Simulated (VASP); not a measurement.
# HfN (I-4m2) in VASP: further runs, part 2 of 2

VASP 6.6.1.

**5. Single point, LDA (strain -0.025 along x and y, +0.050 along z)**

INCAR

```
SYSTEM = HfN
PREC = Accurate ; ENCUT = 520
EDIFF = 1E-6 ; ISMEAR = 0
SIGMA = 0.15 ; LREAL = .FALSE.
LASPH = .TRUE. ; NELM = 100
ALGO = Normal ; ISIF = 2
LWAVE = .FALSE. ; LCHARG = .FALSE.
NBANDS = 14
```

KPOINTS

```
Automatic mesh
0
G
  16 16 16
  0 0 0
```

POSCAR

```
HfN
1.0
    0.0000000000      2.3934514500      2.5775631000
    2.3934514500      0.0000000000      2.5775631000
    2.3934514500      2.3934514500      0.0000000000
Hf N
1 1
Direct
    0.0000000000      0.0000000000      0.0000000000
    0.7500000000      0.7500000000      0.7500000000
```

Potentials or basis: VASP PAW LDA potentials, release 64 (Hf_pv, N).

Command:

```sh
> cat potpaw_LDA.64/Hf_pv/POTCAR potpaw_LDA.64/N/POTCAR > POTCAR
> mpirun -np 1 vasp_std > vasp.out
```

OUTCAR:

```text
SYSTEM = HfN
   PREC = Accurate
   ENCUT = 520
   EDIFF = 1E-6
   ISMEAR = 0
   LREAL = .FALSE.
   LASPH = .TRUE.
   NELM = 100
   ISIF = 2

 ion  position               nearest neighbor table
   1  0.000  0.000  0.000-   2 2.13   2 2.13   2 2.13   2 2.13
   2  0.750  0.750  0.750-   1 2.13   1 2.13   1 2.13   1 2.13

  LATTYP: Found a body centered tetragonal cell.
 ALAT       =     3.3848515015
 C/A-ratio  =     1.5229992210

  Lattice vectors:

 A1 = (  -2.3934514500,   0.0000000000,   2.5775631000)
 A2 = (   2.3934514500,   0.0000000000,   2.5775631000)
 A3 = (   0.0000000000,   2.3934514500,  -2.5775631000)

Analysis of symmetry for initial positions (statically):
=====================================================================
 Subroutine PRICEL returns:
 Original cell was already a primitive cell.

 Routine SETGRP: Setting up the symmetry group for a
 body centered tetragonal supercell.

 Subroutine GETGRP returns: Found  8 space group operations
 (whereof  8 operations were pure point group operations)
 out of a pool of 16 trial point group operations.

The static configuration has the point symmetry D_2d.

Analysis of symmetry for dynamics (positions and initial velocities):
=====================================================================
 Subroutine PRICEL returns:
 Original cell was already a primitive cell.

 Routine SETGRP: Setting up the symmetry group for a
 body centered tetragonal supercell.

 Subroutine GETGRP returns: Found  8 space group operations
 (whereof  8 operations were pure point group operations)
 out of a pool of 16 trial point group operations.

The dynamic configuration has the point symmetry D_2d.

 Subroutine INISYM returns: Found  8 space group operations
 (whereof  8 operations are pure point group operations),
 and found     1 'primitive' translations

----------------------------------------------------------------------------------------

                                     Primitive cell

  volume of cell :      29.5317

  direct lattice vectors                    reciprocal lattice vectors
[... 115 lines left out ...]
   IVDW    =     0    specifies the selected vdW correction
   LEPSILON=     F    determine dielectric tensor
   LRPA    =     F    only Hartree local field effects (RPA)
 non-spin polarized calculation
 Gauss-broadening in eV      SIGMA  =   0.15
  energy-cutoff  :      520.00
  volume of cell :       29.53
 maximum number of plane-waves:       815
 NGX is ok and might be reduce to    28
   NGX = 13   NGY = 13   NGZ = 13

 number of electron      15.0000001 magnetization

 Free energy of the ion-electron system (eV)
  ---------------------------------------------------
  ext. energy  EPLUGINS =         0.00000000
  ---------------------------------------------------
  free energy    TOTEN  =       -22.96668396 eV

  energy without entropy =      -22.95826502  energy(sigma->0) =      -22.96247449

 E-fermi :   5.6038     XC(G=0): -11.5184

 val. band max:        5.6021105274   @ k =  -0.4375   0.3125   0.2500
 cond. band min:       5.6082847227   @ k =  -0.2500   0.0625   0.3125
 fundamental gap:      0.0061741953
 Fermi energy:         5.6038191214

 k-point     1 :       0.0000    0.0000    0.0000
  band No.  band energies     occupation
      1     -25.3510      2.00000
      2     -25.3510      2.00000
      3     -25.3491      2.00000
      4     -10.3256      2.00000
      5       0.0244      2.00000
      6       0.2450      2.00000
      7       0.2450      2.00000
      8       4.9211      2.00000
      9       7.2711      0.00000
     10       8.1694      0.00000
     11      11.2989      0.00000
     12      12.5041      0.00000
     13      12.5041      0.00000
     14      16.9769      0.00000
[... 377 lines left out ...]
      1     -25.4048      2.00000
      2     -25.3600      2.00000
      3     -25.3528      2.00000
      4     -10.1975      2.00000
      5      -0.0632      2.00000
      6       0.1638      2.00000
      7       0.3156      2.00000
      8       5.4633      1.81462
      9       7.3737      0.00000
     10       7.8167      0.00000
     11      11.3974      0.00000
     12      12.2764      0.00000
     13      12.7852      0.00000
     14      16.9698      0.00000

 [... further k-points ...]
[... 5 lines left out ...]
  --------------------------------------------------------------------------------------
  -------------------------------------------------------------------------------------
  Total       -1.0487534     -1.0487534     -3.3614493      0.0000000     -0.0000000      0.0000000
  in kB      -56.8977909    -56.8977909   -182.3679845      0.0000000     -0.0000000      0.0000000
  external PRESSURE =     -98.7211888 kB  Pullay stress =       0.0000000 kB

 VOLUME and BASIS-vectors are now :
 -----------------------------------------------------------------------------
  energy-cutoff  :      520.00
  volume of cell :       29.53
      direct lattice vectors                 reciprocal lattice vectors
     0.000000000  2.393451450  2.577563100    -0.208903339  0.208903339  0.193981672
     2.393451450  0.000000000  2.577563100     0.208903339 -0.208903339  0.193981672
     2.393451450  2.393451450  0.000000000     0.208903339  0.208903339 -0.193981672

 POSITION                                       TOTAL-FORCE (eV/Angst)
 -----------------------------------------------------------------------------------
      0.00000      0.00000      0.00000         0.000000      0.000000      0.000000
      3.59018      3.59018      3.86634        -0.000000     -0.000000     -0.000000
 -----------------------------------------------------------------------------------
    total drift:                                0.000000      0.000000      0.000000

  FREE ENERGIE OF THE ION-ELECTRON SYSTEM (eV)
  ---------------------------------------------------
  free  energy   TOTEN  =       -22.9666839620 eV

  energy  without entropy=      -22.9582650192  energy(sigma->0) =      -22.96247449
```

OSZICAR:

```text
N       E                     dE             d eps       ncg     rms          rms(c)
DAV:   1     0.395833925533E+02    0.39583E+02   -0.77115E+03  9804   0.974E+02
DAV:   2    -0.242459248740E+02   -0.63829E+02   -0.59622E+02 13120   0.225E+02
DAV:   3    -0.265577489052E+02   -0.23118E+01   -0.23010E+01 11638   0.349E+01
DAV:   4    -0.265703458699E+02   -0.12597E-01   -0.12595E-01 11422   0.309E+00
DAV:   5    -0.265704796356E+02   -0.13377E-03   -0.13376E-03 11752   0.281E-01    0.545E+01
DAV:   6    -0.231875635610E+02    0.33829E+01   -0.13178E+01 10084   0.245E+01    0.401E+01
DAV:   7    -0.230077943384E+02    0.17977E+00   -0.73135E-01 10678   0.650E+00    0.253E+01
DAV:   8    -0.229743287418E+02    0.33466E-01   -0.12585E-01 11824   0.305E+00    0.646E+00
DAV:   9    -0.229668720565E+02    0.74567E-02   -0.19394E-02 11050   0.106E+00    0.164E+00
DAV:  10    -0.229667349791E+02    0.13708E-03   -0.12631E-03 11974   0.304E-01    0.332E-01
DAV:  11    -0.229666848471E+02    0.50132E-04   -0.14454E-04 11656   0.103E-01    0.606E-02
DAV:  12    -0.229666840765E+02    0.77056E-06   -0.14905E-05 12706   0.300E-02    0.256E-02
DAV:  13    -0.229666839620E+02    0.11450E-06   -0.35652E-07  7124   0.566E-03
   1 F= -.22966684E+02 E0= -.22962474E+02  d E =-.841894E-02
```

Wall time 3.4 min (1 thread of Intel Xeon 8259CL, shared host); peak memory 0.27 GiB.

What came out:

| Item | Value |
| --- | --- |
| Free energy | -22.9667 eV |
| Pressure | -9.9 GPa |
| Band gap on the k mesh | zero (an odd number of electrons rules out a gap without spin polarisation) |

Caveat: the cell differs from its parent crystal (strain -0.025 along x and y, +0.050 along z); the stress differs along the axes, from -18 to -6 GPa; spin-orbit coupling is left out, which moves the levels of the heavy elements.

**6. Single point, LDA (strain +0.025 along x and y, -0.050 along z)**

INCAR

```
PREC = Accurate
ENCUT = 520
EDIFF = 1E-6
ISMEAR = 0
SIGMA = 0.15
LREAL = F
LASPH = T
NELM = 100
ALGO = Normal
ISIF = 2
LWAVE = F
LCHARG = F
GGA = CA
NBANDS = 14
```

KPOINTS

```
regular mesh
0
Gamma
  16 16 16
```

POSCAR

```
HfN
1.0
    0.0000000000      2.5161925500      2.3320809000
    2.5161925500      0.0000000000      2.3320809000
    2.5161925500      2.5161925500      0.0000000000
Hf N
1 1
Direct
    0.0000000000      0.0000000000      0.0000000000
    0.7500000000      0.7500000000      0.7500000000
```

Potentials or basis: VASP PAW LDA potentials, release 64 (Hf_pv, N).

Command:

```sh
> cat potpaw_LDA.64/Hf_pv/POTCAR potpaw_LDA.64/N/POTCAR > POTCAR
> mpirun -np 1 vasp_std > vasp.out
```

OUTCAR:

```text
PREC = Accurate
   ENCUT = 520
   EDIFF = 1E-6
   ISMEAR = 0
   LREAL = F
   LASPH = T
   NELM = 100
   ISIF = 2
   GGA = CA

 ion  position               nearest neighbor table
   1  0.000  0.000  0.000-   2 2.13   2 2.13   2 2.13   2 2.13
   2  0.750  0.750  0.750-   1 2.13   1 2.13   1 2.13   1 2.13

  LATTYP: Found a body centered tetragonal cell.
 ALAT       =     3.5584336298
 C/A-ratio  =     1.3107345212

  Lattice vectors:

 A1 = (   0.0000000000,  -2.5161925500,  -2.3320809000)
 A2 = (   0.0000000000,   2.5161925500,  -2.3320809000)
 A3 = (   2.5161925500,   0.0000000000,   2.3320809000)

Analysis of symmetry for initial positions (statically):
=====================================================================
 Subroutine PRICEL returns:
 Original cell was already a primitive cell.

 Routine SETGRP: Setting up the symmetry group for a
 body centered tetragonal supercell.

 Subroutine GETGRP returns: Found  8 space group operations
 (whereof  8 operations were pure point group operations)
 out of a pool of 16 trial point group operations.

The static configuration has the point symmetry D_2d.

Analysis of symmetry for dynamics (positions and initial velocities):
=====================================================================
 Subroutine PRICEL returns:
 Original cell was already a primitive cell.

 Routine SETGRP: Setting up the symmetry group for a
 body centered tetragonal supercell.

 Subroutine GETGRP returns: Found  8 space group operations
 (whereof  8 operations were pure point group operations)
 out of a pool of 16 trial point group operations.

The dynamic configuration has the point symmetry D_2d.

 Subroutine INISYM returns: Found  8 space group operations
 (whereof  8 operations are pure point group operations),
 and found     1 'primitive' translations

----------------------------------------------------------------------------------------

                                     Primitive cell

  volume of cell :      29.5299
[... 114 lines left out ...]
   GGA     = CA    functional components
   LHFCALC =     F    Hartree Fock is set to
   AEXX    =    0.0000 exact exchange contribution
   IVDW    =     0    specifies the selected vdW correction
   LEPSILON=     F    determine dielectric tensor
   LRPA    =     F    only Hartree local field effects (RPA)
 non-spin polarized calculation
 Gauss-broadening in eV      SIGMA  =   0.15
  energy-cutoff  :      520.00
  volume of cell :       29.53
 maximum number of plane-waves:       821
 NGX is ok and might be reduce to    28
   NGX = 13   NGY = 13   NGZ = 13

 number of electron      15.0000001 magnetization

 Free energy of the ion-electron system (eV)
  ---------------------------------------------------
  ext. energy  EPLUGINS =         0.00000000
  ---------------------------------------------------
  free energy    TOTEN  =       -22.97231332 eV

  energy without entropy =      -22.96481579  energy(sigma->0) =      -22.96856456

 E-fermi :   5.6104     XC(G=0): -11.5188

 val. band max:        5.6057434268   @ k =  -0.1875   0.3125   0.1250
 cond. band min:       5.6204325736   @ k =  -0.3750   0.0625   0.2500
 fundamental gap:      0.0146891468
 Fermi energy:         5.6104034370

 k-point     1 :       0.0000    0.0000    0.0000
  band No.  band energies     occupation
      1     -25.3579      2.00000
      2     -25.3436      2.00000
      3     -25.3436      2.00000
      4     -10.3253      2.00000
      5       0.1114      2.00000
      6       0.1114      2.00000
      7       0.2989      2.00000
      8       4.9482      2.00000
      9       7.2315      0.00000
     10       8.1657      0.00000
     11      11.7119      0.00000
     12      11.7119      0.00000
     13      12.8711      0.00000
     14      16.9795      0.00000
[... 377 lines left out ...]
      1     -25.3860      2.00000
      2     -25.3709      2.00000
      3     -25.3492      2.00000
      4     -10.2001      2.00000
      5      -0.0891      2.00000
      6       0.1674      2.00000
      7       0.3979      2.00000
      8       5.4642      1.83195
      9       6.9931      0.00000
     10       8.0074      0.00000
     11      11.5950      0.00000
     12      12.0449      0.00000
     13      12.8631      0.00000
     14      16.9742      0.00000

 [... further k-points ...]
[... 5 lines left out ...]
  --------------------------------------------------------------------------------------
  -------------------------------------------------------------------------------------
  Total       -2.4670679     -2.4670679     -0.5704668      0.0000000      0.0000000      0.0000000
  in kB     -133.8536843   -133.8536843    -30.9513511      0.0000000      0.0000000      0.0000000
  external PRESSURE =     -99.5529065 kB  Pullay stress =       0.0000000 kB

 VOLUME and BASIS-vectors are now :
 -----------------------------------------------------------------------------
  energy-cutoff  :      520.00
  volume of cell :       29.53
      direct lattice vectors                 reciprocal lattice vectors
     0.000000000  2.516192550  2.332080900    -0.198712932  0.198712932  0.214400795
     2.516192550  0.000000000  2.332080900     0.198712932 -0.198712932  0.214400795
     2.516192550  2.516192550  0.000000000     0.198712932  0.198712932 -0.214400795

 POSITION                                       TOTAL-FORCE (eV/Angst)
 -----------------------------------------------------------------------------------
      0.00000      0.00000      0.00000        -0.000000     -0.000000     -0.000000
      3.77429      3.77429      3.49812         0.000000      0.000000      0.000000
 -----------------------------------------------------------------------------------
    total drift:                                0.000000      0.000000     -0.000000

  FREE ENERGIE OF THE ION-ELECTRON SYSTEM (eV)
  ---------------------------------------------------
  free  energy   TOTEN  =       -22.9723133226 eV

  energy  without entropy=      -22.9648157875  energy(sigma->0) =      -22.96856456
```

It took 4 min on 1 thread of Intel Xeon 8259CL, shared host; peak memory 0.27 GiB.

Results:

- Free energy: -22.9723 eV
- Pressure: -10.0 GPa
- Band gap on the k mesh: zero (an odd number of electrons rules out a gap without spin polarisation)

Levels at points of the mesh, in eV from the Fermi level:
```csv
k point,band 4,band 5,band 6,band 7,band 8,band 9,band 10,band 11,band 12,band 13
"(0.00, 0.00, 0.00)",-15.94,-5.50,-5.50,-5.31,-0.66,1.62,2.56,6.10,6.10,7.26
"(0.50, 0.00, 0.00)",-14.81,-5.70,-5.06,-4.68,1.48,2.64,2.66,4.05,5.20,5.41
"(0.50, 0.50, 0.00)",-14.50,-6.82,-3.72,-3.72,-0.78,2.16,3.88,4.58,4.58,10.99
"(0.50, 0.00, 0.50)",-14.39,-6.99,-3.66,-3.41,-1.27,1.83,4.06,4.55,4.63,9.54
```

Caveat: the cell differs from its parent crystal (strain +0.025 along x and y, -0.050 along z); the stress differs along the axes, from -13 to -3 GPa; spin-orbit coupling is left out, which moves the levels of the heavy elements.

**7. The runs side by side**

```csv
cell,gap on the mesh (eV),pressure (GPa)
"a = 3.431, b = 3.431, c = 3.298 Å, angles 61.3, 61.3, 57.5°, 2 atoms",none,6.0
"a = 3.476, b = 3.476, c = 3.298 Å, angles 61.7, 61.7, 56.6°, 2 atoms",none,0.2
"a = 3.386, b = 3.386, c = 3.472 Å, angles 59.2, 59.2, 61.7°, 2 atoms",none,0.0
"a = 3.517, b = 3.517, c = 3.385 Å, angles 61.2, 61.2, 57.5°, 2 atoms",none,-9.9
"a = 3.431, b = 3.431, c = 3.558 Å, angles 58.8, 58.8, 62.5°, 2 atoms",none,-10.0
```

Alike in all rows: task single point; level LDA; potentials or basis VASP PAW LDA potentials, release 64 (Hf_pv, N); no spin polarisation; k mesh 16 × 16 × 16; cutoff (eV) 520; smearing gaussian 0.15 eV.

Caveats: spin-orbit coupling is left out, which moves the levels of the heavy elements; the stress differs along the axes, from -3 to 10 GPa (at least some runs); the stress differs along the axes, from -11 to 6 GPa (at least some runs); the stress differs along the axes, from -2 to 5 GPa (at least some runs); the stress differs along the axes, from -18 to -6 GPa (at least some runs); the stress differs along the axes, from -13 to -3 GPa (at least some runs).

Absolute energies hang on the potentials; compare differences alone.
